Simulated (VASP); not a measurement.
# Rh (Im-3m) in VASP: notebook

Runs on Rh. Level: PBE. Tasks: single point.

All numbers are computed with VASP 6.6.1; they aren't measurements. Logs are shortened: lines on timing, memory, paths and dates and some standing lists are left out, and cuts for length are marked.

**1. The cell of the first run**

Symmetry: Im-3m, No. 229, cubic system. Conventional cell: a = 3.070 Å, b = 3.070 Å, c = 3.070 Å, α = 90.00°, β = 90.00°, γ = 90.00°. Rh (site symmetry m-3m) has 14 Rh at 2.66 to 3.07 Å within 3.5 Å.

**2. Single point, PBE**

The input, INCAR:

```
PREC = Accurate ; ENCUT = 520
EDIFF = 1E-6 ; ISMEAR = -1
SIGMA = 0.05 ; LREAL = F
LASPH = T ; NELM = 60
ALGO = Normal ; ISIF = 2
LWAVE = F ; LCHARG = T
GGA = PE ; LELF = T
LVHAR = T ; NBANDS = 22
```

The input, KPOINTS:

```
regular mesh
0
Gamma
  13 13 8
```

The input, POSCAR:

```
Rh
1.0
   -1.5350630296      1.5350630296      1.5350630296
    1.5350630296     -1.5350630296      1.5350630296
    3.0701260592      3.0701260592      0.0000000000
Rh
2
Direct
    0.0000000000      0.0000000000      0.0000000000
    0.5000000000      0.5000000000      0.5000000000
```

Potentials or basis: VASP PAW PBE potentials, release 64 (Rh_pv).

Launch:

```console
cat potpaw_PBE.64/Rh_pv/POTCAR > POTCAR
mpirun -np 1 vasp_std > vasp.out
```

OUTCAR:

```text
PREC = Accurate
   ENCUT = 520
   EDIFF = 1E-6
   ISMEAR = -1
   LREAL = F
   LASPH = T
   NELM = 60
   ISIF = 2
   GGA = PE

 ion  position               nearest neighbor table
   1  0.000  0.000  0.000-   2 2.66   2 2.66   2 2.66   2 2.66   2 3.07   2 3.07   2 3.07   2 3.07

   2  0.500  0.500  0.500-   1 2.66   1 2.66   1 2.66   1 2.66   1 3.07   1 3.07   1 3.07   1 3.07

  LATTYP: Found a base centered orthorhombic cell.
 ALAT       =     3.0701260592
 B/A-ratio  =     1.4142135624
 C/A-ratio  =     1.4142135624

  Lattice vectors:

 A1 = (  -1.5350630296,   1.5350630296,   1.5350630296)
 A2 = (   1.5350630296,  -1.5350630296,   1.5350630296)
 A3 = (   3.0701260592,   3.0701260592,   0.0000000000)

Analysis of symmetry for initial positions (statically):
=====================================================================
 Subroutine PRICEL returns following result:

  LATTYP: Found a body centered cubic cell.
 ALAT       =     3.0701260592

  Lattice vectors:

 A1 = (  -1.5350630296,   1.5350630296,  -1.5350630296)
 A2 = (  -1.5350630296,  -1.5350630296,   1.5350630296)
 A3 = (   1.5350630296,   1.5350630296,   1.5350630296)

   2 primitive cells build up your supercell.

 Routine SETGRP: Setting up the symmetry group for a
 base centered orthorhombic supercell.

 Subroutine GETGRP returns: Found  8 space group operations
 (whereof  8 operations were pure point group operations)
 out of a pool of  8 trial point group operations.

The static configuration has the point symmetry D_2h.

Analysis of symmetry for dynamics (positions and initial velocities):
=====================================================================
 Subroutine PRICEL returns following result:

  LATTYP: Found a body centered cubic cell.
 ALAT       =     3.0701260592

  Lattice vectors:

 A1 = (  -1.5350630296,   1.5350630296,  -1.5350630296)
 A2 = (  -1.5350630296,  -1.5350630296,   1.5350630296)
 A3 = (   1.5350630296,   1.5350630296,   1.5350630296)

   2 primitive cells build up your supercell.

 Routine SETGRP: Setting up the symmetry group for a
 base centered orthorhombic supercell.

[... 85 lines left out ...]
   number of dos      NEDOS =    301   number of ions     NIONS =      2
   total plane-waves  NPLWV =  12800
   dimension x,y,z NGX =    20 NGY =   20 NGZ =   32
   dimension x,y,z NGXF=    40 NGYF=   40 NGZF=   64
   ions per type =               2
   NGX,Y,Z   is equivalent  to a cutoff of  12.51, 12.51, 12.25 a.u.
   NGXF,Y,Z  is equivalent  to a cutoff of  25.01, 25.01, 24.51 a.u.
 SYSTEM =  unknown system
   PREC   = accura    normal or accurate (medium, high low for compatibility)
   ISTART =      0    job   : 0-new  1-cont  2-samecut
   ICHARG =      2    charge: 1-file 2-atom 10-const
   ISPIN  =      1    spin polarized calculation?
   LNONCOLLINEAR =      F non collinear calculations
   LSORBIT =      F    spin-orbit coupling
   LASPH  =      T    aspherical Exc in radial PAW
   ENCUT  =  520.0 eV  38.22 Ry    6.18 a.u.   4.94  4.94  8.07*2*pi/ulx,y,z
   NELM   =     60;   NELMIN=  2; NELMDL= -5     # of ELM steps
   EDIFF  = 0.1E-05   stopping-criterion for ELM
   LREAL  =      F    real-space projection
   EDIFFG = 0.1E-04   stopping-criterion for IOM
   NSW    =      0    number of steps for IOM
   IBRION =     -1    ionic relax: 0-MD 1-quasi-New 2-CG
   NFREE  =      0    steps in history (QN), initial steepest desc. (CG)
   ISIF   =      2    stress and relaxation
   ISYM   =      2    0-nonsym 1-usesym 2-fastsym
   POTIM  = 0.5000    time-step for ionic-motion
   TEBEG  =    0.0;   TEEND  =   0.0 temperature during run
   PSTRESS=    0.0 pullay stress
   NELECT =      30.0000    total number of electrons
   NUPDOWN=      -1.0000    fix difference up-down
   EMIN   =  10.00;   EMAX   =-10.00  energy-range for DOS
   EFERMI =   0.00;   METHOD = LEGACY
   ISMEAR =    -1;   SIGMA  =   0.05  broadening in eV -4-tet -1-fermi 0-gaus
   EFERMI_NEDOS =   21; number of points for ismear=-14 and -15
   IALGO  =     38    algorithm
   IMIX   =      4    mixing-type and parameters
     AMIX     =   0.40;   BMIX     =  1.00
     AMIX_MAG =   1.60;   BMIX_MAG =  1.00
  volume/ion in A,a.u.               =      14.47        97.64
  Fermi-wavevector in a.u.,A,eV,Ry     =   1.656885  3.131059 37.351639  2.745268
  Thomas-Fermi vector in A             =   2.744733
   LORBIT       =      0    0 simple, 1 ext, 2 COOP (PROOUT), +10 PAW based schemes
   GGA     = PE    functional components
   LHFCALC =     F    Hartree Fock is set to
   AEXX    =    0.0000 exact exchange contribution
   IVDW    =     0    specifies the selected vdW correction
   LEPSILON=     F    determine dielectric tensor
   LRPA    =     F    only Hartree local field effects (RPA)
 non-spin polarized calculation
  energy-cutoff  :      520.00
  volume of cell :       28.94
 maximum number of plane-waves:       804
   NGX =  9   NGY =  9   NGZ = 17

 number of electron      30.0000003 magnetization

 Free energy of the ion-electron system (eV)
  ---------------------------------------------------
  ext. energy  EPLUGINS =         0.00000000
  ---------------------------------------------------
  free energy    TOTEN  =       -13.83003987 eV

  energy without entropy =      -13.78659916  energy(sigma->0) =      -13.80831952

 E-fermi :  10.8238     XC(G=0): -13.6861

 val. band max:       10.8212368740   @ k =  -0.3846   0.2308   0.2500
 cond. band min:      10.8247464440   @ k =   0.2308   0.0769   0.1250
 fundamental gap:      0.0035095700
 Fermi energy:        10.8238220314

 k-point     1 :       0.0000    0.0000    0.0000
  band No.  band energies     occupation
      1     -35.7719      2.00000
      2     -35.3565      2.00000
      3     -35.1484      2.00000
      4     -35.1479      2.00000
      5     -35.1450      2.00000
      6     -35.1438      2.00000
[... 589 lines left out ...]
     21      23.6575      0.00000
     22      23.7751      0.00000

 [... further k-points ...]
[... 5 lines left out ...]
  --------------------------------------------------------------------------------------
  -------------------------------------------------------------------------------------
  Total        0.0178539      0.0178539     -0.0016563      0.0473927      0.0000000     -0.0000000
  in kB        0.9884977      0.9884977     -0.0917033      2.6239392      0.0000000     -0.0000000
  external PRESSURE =       0.6284307 kB  Pullay stress =       0.0000000 kB

 VOLUME and BASIS-vectors are now :
 -----------------------------------------------------------------------------
  energy-cutoff  :      520.00
  volume of cell :       28.94
      direct lattice vectors                 reciprocal lattice vectors
    -1.535063030  1.535063030  1.535063030    -0.162859762  0.162859762  0.325719524
     1.535063030 -1.535063030  1.535063030     0.162859762 -0.162859762  0.325719524
     3.070126059  3.070126059  0.000000000     0.162859762  0.162859762  0.000000000

 POSITION                                       TOTAL-FORCE (eV/Angst)
 -----------------------------------------------------------------------------------
      0.00000      0.00000      0.00000         0.000000     -0.000000     -0.000000
      1.53506      1.53506      1.53506         0.000000      0.000000      0.000000
 -----------------------------------------------------------------------------------
    total drift:                                0.000000      0.000000      0.000000

  FREE ENERGIE OF THE ION-ELECTRON SYSTEM (eV)
  ---------------------------------------------------
  free  energy   TOTEN  =       -13.8300398689 eV

  energy  without entropy=      -13.7865991618  energy(sigma->0) =      -13.80831952
```

stdout:

```text
POSCAR found type information on POSCAR Rh
 POSCAR found :  1 types and       2 ions
 scaLAPACK will be used
 LDA part: xc-table for (Slater+PW92), standard interpolation
 POSCAR, INCAR and KPOINTS ok, starting setup
 FFT: planning ... GRIDC
 FFT: planning ... GRID_SOFT
 FFT: planning ... GRID
 WAVECAR not read
 entering main loop
```

Run time: 39 s. Hardware: 1 thread of Intel Xeon 6975P-C (Granite Rapids), shared host; peak memory 0.23 GiB.

What came out:

```
Free energy            : -13.8300 eV
Pressure               : 0.1 GPa
Band gap on the k mesh : zero (band 15 reaches 12.11 eV, above the bottom of band 16 at 9.71 eV)
```

Levels at points of the mesh, in eV from the Fermi level:
```csv
k point,band 11,band 12,band 13,band 14,band 15,band 16,band 17,band 18,band 19,band 20
"(0.00, 0.00, 0.00)",-2.74,-2.74,-0.48,-0.42,-0.41,-0.09,1.36,1.53,9.01,14.57
"(0.00, 0.00, 0.50)",-2.53,-2.53,-0.93,-0.93,-0.80,-0.80,-0.31,-0.31,16.01,16.01
```

**3. Single point, PBE**

The input, INCAR:

```
SYSTEM = Rh
PREC     = Accurate       ! precision mode
ENCUT    = 520            ! plane-wave cutoff, eV
EDIFF    = 1E-6           ! SCF threshold, eV
ISMEAR   = -1             ! smearing method
SIGMA    = 0.05           ! smearing width, eV
LREAL    = .False.        ! projectors in reciprocal space
LASPH    = .True.         ! aspherical terms in the spheres
NELM     = 80             ! most SCF steps
ALGO     = Normal         ! electronic algorithm
ISIF     = 2              ! what is computed and relaxed
LWAVE    = .False.        ! write WAVECAR
LCHARG   = .False.        ! write CHGCAR
GGA      = PE             ! functional
NBANDS   = 22             ! bands
```

The input, KPOINTS:

```
regular mesh
0
Gamma
  13 13 8
  0 0 0
```

POSCAR is that of step 2.

Potentials or basis: VASP PAW PBE potentials, release 64 (Rh_pv).

Launch:

```console
cat potpaw_PBE.64/Rh_pv/POTCAR > POTCAR
mpirun -np 1 vasp_std > vasp.out
```

OUTCAR:

```text
SYSTEM = Rh
   PREC = Accurate
   ENCUT = 520
   EDIFF = 1E-6
   ISMEAR = -1
   LREAL = .False.
   LASPH = .True.
   NELM = 80
   ISIF = 2
   GGA = PE

 ion  position               nearest neighbor table
   1  0.000  0.000  0.000-   2 2.66   2 2.66   2 2.66   2 2.66   2 3.07   2 3.07   2 3.07   2 3.07

   2  0.500  0.500  0.500-   1 2.66   1 2.66   1 2.66   1 2.66   1 3.07   1 3.07   1 3.07   1 3.07

  LATTYP: Found a base centered orthorhombic cell.
 ALAT       =     3.0701260592
 B/A-ratio  =     1.4142135624
 C/A-ratio  =     1.4142135624
[... 209 lines left out ...]
      3     -35.1484      2.00000
      4     -35.1479      2.00000
      5     -35.1450      2.00000
      6     -35.1438      2.00000
[... 589 lines left out ...]
     21      23.6575      0.00000
     22      23.7751      0.00000

 [... further k-points ...]
[... 5 lines left out ...]
  --------------------------------------------------------------------------------------
  -------------------------------------------------------------------------------------
  Total        0.0178539      0.0178539     -0.0016563      0.0473927      0.0000000     -0.0000000
  in kB        0.9884977      0.9884977     -0.0917033      2.6239392      0.0000000     -0.0000000
  external PRESSURE =       0.6284307 kB  Pullay stress =       0.0000000 kB

 VOLUME and BASIS-vectors are now :
 -----------------------------------------------------------------------------
  energy-cutoff  :      520.00
  volume of cell :       28.94
      direct lattice vectors                 reciprocal lattice vectors
    -1.535063030  1.535063030  1.535063030    -0.162859762  0.162859762  0.325719524
     1.535063030 -1.535063030  1.535063030     0.162859762 -0.162859762  0.325719524
     3.070126059  3.070126059  0.000000000     0.162859762  0.162859762  0.000000000

 POSITION                                       TOTAL-FORCE (eV/Angst)
 -----------------------------------------------------------------------------------
      0.00000      0.00000      0.00000         0.000000     -0.000000     -0.000000
      1.53506      1.53506      1.53506         0.000000      0.000000      0.000000
 -----------------------------------------------------------------------------------
    total drift:                                0.000000      0.000000      0.000000

  FREE ENERGIE OF THE ION-ELECTRON SYSTEM (eV)
  ---------------------------------------------------
  free  energy   TOTEN  =       -13.8300398689 eV

  energy  without entropy=      -13.7865991618  energy(sigma->0) =      -13.80831952
```

OSZICAR:

```text
N       E                     dE             d eps       ncg     rms          rms(c)
DAV:   1     0.326245948097E+03    0.32625E+03   -0.18380E+04 10796   0.154E+03
DAV:   2    -0.733818031173E+01   -0.33358E+03   -0.32219E+03 11350   0.470E+02
DAV:   3    -0.145995988828E+02   -0.72614E+01   -0.72038E+01 12418   0.777E+01
DAV:   4    -0.146528710696E+02   -0.53272E-01   -0.53264E-01 11902   0.677E+00
DAV:   5    -0.146538055707E+02   -0.93450E-03   -0.93449E-03 12484   0.909E-01    0.131E+01
DAV:   6    -0.138598614023E+02    0.79394E+00   -0.19700E+00 11470   0.143E+01    0.494E+00
DAV:   7    -0.138347852606E+02    0.25076E-01   -0.37671E-02 12316   0.165E+00    0.228E+00
DAV:   8    -0.138302181760E+02    0.45671E-02   -0.66024E-03 11296   0.915E-01    0.253E-01
DAV:   9    -0.138300350424E+02    0.18313E-03   -0.17628E-04 12460   0.152E-01    0.195E-02
DAV:  10    -0.138300405701E+02   -0.55277E-05   -0.63556E-06 11698   0.268E-02    0.319E-03
DAV:  11    -0.138300398689E+02    0.70117E-06   -0.34642E-07  7076   0.537E-03
   1 F= -.13830040E+02 E0= -.13808320E+02  d E =-.434407E-01
```

stdout:

```text
POSCAR found type information on POSCAR Rh
 POSCAR found :  1 types and       2 ions
 scaLAPACK will be used
 LDA part: xc-table for (Slater+PW92), standard interpolation
 POSCAR, INCAR and KPOINTS ok, starting setup
 FFT: planning ... GRIDC
 FFT: planning ... GRID_SOFT
 FFT: planning ... GRID
 WAVECAR not read
 entering main loop
```

It took 37 s on 1 thread of Intel Xeon 6975P-C (Granite Rapids), shared host; peak memory 0.23 GiB.

Results:

| Item | Value |
| --- | --- |
| Free energy | -13.8300 eV |
| Pressure | 0.1 GPa |
| Band gap on the k mesh | zero (band 15 reaches 12.11 eV, above the bottom of band 16 at 9.71 eV) |

Levels at points of the mesh, in eV from the Fermi level:
| k point | band 11 | band 12 | band 13 | band 14 | band 15 | band 16 | band 17 | band 18 | band 19 | band 20 |
| --- | --- | --- | --- | --- | --- | --- | --- | --- | --- | --- |
| (0.00, 0.00, 0.00) | -2.74 | -2.74 | -0.48 | -0.42 | -0.41 | -0.09 | 1.36 | 1.53 | 9.01 | 14.57 |
| (0.00, 0.00, 0.50) | -2.53 | -2.53 | -0.93 | -0.93 | -0.80 | -0.80 | -0.31 | -0.31 | 16.01 | 16.01 |
